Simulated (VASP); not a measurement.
The system is Be.

```
Be
1.0
     2.31537    0.00000    0.00000
    -1.15769    2.00517    0.00000
     0.00000    0.00000    3.63137
Be
2
Direct
  0.66667 0.33333 0.75000
  0.33333 0.66667 0.25000
```

Base run:

- Program: VASP 6.6.1
- Functional: r2SCAN
- Potentials or basis: VASP PAW PBE potentials, release 64 (Be)
- Cutoff: 520 eV
- k mesh: 13 × 13 × 8
- Occupations: fermi-dirac, width 0.05 eV
- Spin: no spin polarisation

Its results: band gap on the k mesh zero (bands 2 and 3 overlap by 1.72 eV); pressure -6.9 GPa.

Task: The run is repeated on the same cell with these changes: functional from r2SCAN to PBEsol. What comes out?

Result: Band gap on the k mesh zero (bands 2 and 3 overlap by 1.59 eV); pressure -7.6 GPa.

Caveats: the cell stands under tension; the PAW data sets were made with another functional, which shifts forces and pressure a little.
